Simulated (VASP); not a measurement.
# K (I4/mmm) in VASP: further runs, part 2 of 2

VASP 6.6.1.

## (3) Single point, PBEsol (strain -0.025 along x and y, +0.000 along z)

INCAR

```
  PREC = Accurate
  ENCUT = 520
  EDIFF = 1E-7
  ISMEAR = 0
  SIGMA = 0.15
  LREAL = F
  LASPH = T
  NELM = 100
  ALGO = Fast
  ISIF = 2
  LWAVE = F
  LCHARG = F
  GGA = PS
  NBANDS = 10
```

KPOINTS

```
Automatic mesh
0
Gamma
  14 14 14
```

POSCAR

```
K
1.0
   -2.5525500000      2.5525500000      2.6180000000
    2.5525500000     -2.5525500000      2.6180000000
    2.5525500000      2.5525500000     -2.6180000000
K
1
Direct
    0.0000000000      0.0000000000      0.0000000000
```

Potentials or basis: VASP PAW PBE potentials, release 64 (K_sv).

The run is started by

```bash
> cat potpaw_PBE.64/K_sv/POTCAR > POTCAR
> mpirun -np 1 vasp_std > vasp.out
```

Wall time 5 min (1 thread of Intel Xeon 8259CL, shared host); peak memory 0.32 GiB.

It converged, with:

- Free energy: -1.1364 eV
- Pressure: 0.1 GPa
- Band gap on the k mesh: zero (an odd number of electrons rules out a gap without spin polarisation)

Levels at points of the mesh, in eV from the Fermi level:
```
           k point  band 1  band 2  band 3  band 4  band 5  band 6  band 7  band 8  band 9  band 10
(0.00, 0.00, 0.00)  -31.95  -15.45  -15.45  -15.45   -2.27    4.33    4.33    4.46    5.25     5.42
(0.50, 0.00, 0.00)  -31.94  -15.54  -15.48  -15.45    0.42    0.71    3.24    4.99    5.87     6.27
(0.50, 0.50, 0.00)  -31.94  -15.54  -15.48  -15.45    0.47    0.77    3.09    5.11    5.95     6.10
(0.50, 0.50, 0.50)  -31.94  -15.52  -15.51  -15.51    1.59    1.68    3.48    3.78    3.78     6.05
```

Caveat: the cell differs from its parent crystal (strain -0.025 along x and y, +0.000 along z); the PAW data sets were made with another functional, which shifts forces and pressure a little.

## (4) Single point, PBEsol (strain +0.000 along x and y, -0.025 along z)

INCAR

```
SYSTEM = K
PREC     = Accurate       ! precision mode
ENCUT    = 520            ! plane-wave cutoff, eV
EDIFF    = 1E-6           ! SCF threshold, eV
ISMEAR   = 0              ! smearing method
SIGMA    = 0.15           ! smearing width, eV
LREAL    = .False.        ! projectors in reciprocal space
LASPH    = .True.         ! aspherical terms in the spheres
NELM     = 100            ! most SCF steps
ALGO     = Fast           ! electronic algorithm
ISIF     = 2              ! what is computed and relaxed
LWAVE    = .False.        ! write WAVECAR
LCHARG   = .False.        ! write CHGCAR
GGA      = PS             ! functional
NBANDS   = 10             ! bands
```

KPOINTS

```
Automatic mesh
0
Gamma
  14 14 14
  0 0 0
```

POSCAR

```
K
1.0
   -2.6180000000      2.6180000000      2.5525500000
    2.6180000000     -2.6180000000      2.5525500000
    2.6180000000      2.6180000000     -2.5525500000
K
1
Direct
    0.0000000000      0.0000000000      0.0000000000
```

Potentials or basis: VASP PAW PBE potentials, release 64 (K_sv).

The run is started by

```bash
> cat potpaw_PBE.64/K_sv/POTCAR > POTCAR
> mpirun -np 1 vasp_std > vasp.out
```

OUTCAR:

```text
SYSTEM = K
   PREC = Accurate
   ENCUT = 520
   EDIFF = 1E-6
   ISMEAR = 0
   LREAL = .False.
   LASPH = .True.
   NELM = 100
   ISIF = 2
   GGA = PS

 ion  position               nearest neighbor table
   1  0.000  0.000  0.000-

  LATTYP: Found a body centered tetragonal cell.
 ALAT       =     5.2360000000
 C/A-ratio  =     0.9750000000

  Lattice vectors:

[... 491 lines left out ...]
      6       1.9754      0.00000
      7       2.8986      0.00000
      8       4.8399      0.00000
      9       5.2841      0.00000
     10       5.7480      0.00000

 [... further k-points ...]

------------------------ aborting loop because EDIFF is reached ----------------------------------------

  FORCE on cell =-STRESS in cart. coord.  units (eV):
  Direction    XX          YY          ZZ          XY          YZ          ZX
  --------------------------------------------------------------------------------------
  -------------------------------------------------------------------------------------
  Total        0.0156865      0.0156865      0.0269604      0.0000000      0.0000000      0.0000000
  in kB        0.3591398      0.3591398      0.6172533      0.0000000      0.0000000      0.0000000
  external PRESSURE =       0.4451776 kB  Pullay stress =       0.0000000 kB

 VOLUME and BASIS-vectors are now :
 -----------------------------------------------------------------------------
  energy-cutoff  :      520.00
  volume of cell :       69.98
      direct lattice vectors                 reciprocal lattice vectors
    -2.618000000  2.618000000  2.552550000     0.000000000  0.190985485  0.195882549
     2.618000000 -2.618000000  2.552550000     0.190985485  0.000000000  0.195882549
     2.618000000  2.618000000 -2.552550000     0.190985485  0.190985485  0.000000000

 POSITION                                       TOTAL-FORCE (eV/Angst)
 -----------------------------------------------------------------------------------
      0.00000      0.00000      0.00000         0.000000     -0.000000      0.000000
 -----------------------------------------------------------------------------------
    total drift:                               -0.000000      0.000000      0.000000

  FREE ENERGIE OF THE ION-ELECTRON SYSTEM (eV)
  ---------------------------------------------------
  free  energy   TOTEN  =        -1.1375030604 eV

  energy  without entropy=       -1.1289384801  energy(sigma->0) =       -1.13322077
```

OSZICAR:

```text
N       E                     dE             d eps       ncg     rms          rms(c)
DAV:   1     0.455785939636E+02    0.45579E+02   -0.36204E+03  4880   0.696E+02
DAV:   2     0.433359638435E+00   -0.45145E+02   -0.44513E+02  5230   0.192E+02
DAV:   3    -0.109497409999E+01   -0.15283E+01   -0.15213E+01  7782   0.280E+01
DAV:   4    -0.113881087760E+01   -0.43837E-01   -0.43455E-01  6574   0.401E+00
DAV:   5    -0.114000728435E+01   -0.11964E-02   -0.11962E-02  7542   0.458E-01    0.206E+00
RMM:   6    -0.113792170217E+01    0.20856E-02   -0.26641E-03  6603   0.375E-01    0.136E+00
RMM:   7    -0.113743609271E+01    0.48561E-03   -0.60855E-03  6974   0.491E-01    0.889E-02
RMM:   8    -0.113746716176E+01   -0.31069E-04   -0.98252E-04  7493   0.295E-01    0.329E-02
RMM:   9    -0.113749846960E+01   -0.31308E-04   -0.12949E-04  7893   0.753E-02    0.161E-02
RMM:  10    -0.113750113369E+01   -0.26641E-05   -0.45033E-05  8164   0.413E-02    0.690E-03
RMM:  11    -0.113750226080E+01   -0.11271E-05   -0.83757E-06  7801   0.169E-02    0.529E-03
RMM:  12    -0.113750306041E+01   -0.79961E-06   -0.28579E-06  6761   0.998E-03
   1 F= -.11375031E+01 E0= -.11332208E+01  d E =-.856458E-02
```

Wall time 4.1 min (1 thread of Intel Xeon 8259CL, shared host); peak memory 0.32 GiB.

Results:

* Free energy: -1.1375 eV
* Pressure: 0.0 GPa
* Band gap on the k mesh: zero (an odd number of electrons rules out a gap without spin polarisation)

Levels at points of the mesh, in eV from the Fermi level:
| k point | band 3 | band 4 | band 5 | band 6 | band 7 | band 8 |
| --- | --- | --- | --- | --- | --- | --- |
| (0.00, 0.00, 0.00) | -15.47 | -15.47 | -2.23 | 4.26 | 4.39 | 4.39 |
| (0.50, 0.00, 0.00) | -15.50 | -15.47 | 0.46 | 0.74 | 3.13 | 5.01 |
| (0.50, 0.50, 0.00) | -15.49 | -15.47 | 0.41 | 0.67 | 3.28 | 4.92 |
| (0.50, 0.50, 0.50) | -15.53 | -15.52 | 1.61 | 1.69 | 3.51 | 3.51 |

Caveat: the cell differs from its parent crystal (strain +0.000 along x and y, -0.025 along z); the PAW data sets were made with another functional, which shifts forces and pressure a little.

## (5) Overview

| cell | further INCAR settings | gap on the mesh (eV) | pressure (GPa) |
| --- | --- | --- | --- |
| a = 4.384 Å, angles 108.8, 108.8, 110.9°, 1 atom | ALGO = Fast; EDIFF = 1e-06; NBANDS = 10 | none | 0.4 |
| a = 4.459 Å, angles 110.2, 110.2, 108.1°, 1 atom | ALGO = Fast; EDIFF = 1e-07; NBANDS = 10 | none | 0.1 |
| a = 4.497 Å, angles 108.8, 108.8, 110.8°, 1 atom | ALGO = Fast; EDIFF = 1e-06; NBANDS = 10 | none | 0.0 |

Alike in all rows: task single point; level PBEsol; potentials or basis VASP PAW PBE potentials, release 64 (K_sv); no spin polarisation; k mesh 14 × 14 × 14; cutoff (eV) 520; smearing gaussian 0.15 eV.

Caveats: the PAW data sets were made with another functional, which shifts forces and pressure a little.

Total energies depend on the potentials used, so only differences within one code and one set of settings carry meaning.
